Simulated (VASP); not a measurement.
**C: single point with PBE**

Crystal: C.

```xyz
2
Lattice="0.0000 1.7834 1.7120 1.7834 0.0000 1.7120 1.7834 1.7834 0.0000" Properties=species:S:1:pos:R:3 pbc="T T T"
C     2.6751    2.6751    2.5681
C     1.7834    1.7834    1.7120
```

```
Program                : VASP 6.6.1
Task                   : single point
Functional             : PBE
Potentials or basis    : VASP PAW PBE potentials, release 64 (C)
Cutoff                 : 520 eV
k mesh                 : 11 × 11 × 11
Occupations            : fermi-dirac, width 0.05 eV
Spin                   : no spin polarisation
Dipole correction      : no
Further INCAR settings : ALGO = Normal; EDIFF = 1e-06; NBANDS = 11
```

```json
{"Pressure": "22.0 GPa", "Band gap on the k mesh": "3.16 eV, indirect (least direct gap 4.97 eV)"}
```

Stress tensor (GPa, compression positive):
```
 9.33  0.00  0.00
 0.00  9.33  0.00
 0.00  0.00 47.27
```

Levels at points of the mesh, in eV from the valence-band top:
| k point | band 1 | band 2 | band 3 | band 4 | band 5 | band 6 | band 7 | band 8 |
| --- | --- | --- | --- | --- | --- | --- | --- | --- |
| (0.00, 0.00, 0.00) | -22.44 | -0.61 | -0.61 | 0.00 | 4.97 | 5.49 | 5.49 | 13.85 |

Run time: 6.9 s on 1 thread of Intel(R) Xeon(R) Platinum 8488C (Sapphire Rapids) (shared host), peak memory 0.12 GiB.

A k mesh can miss the band edges. Expect the measured gap to be larger: semilocal functionals such as PBE lack the derivative discontinuity.
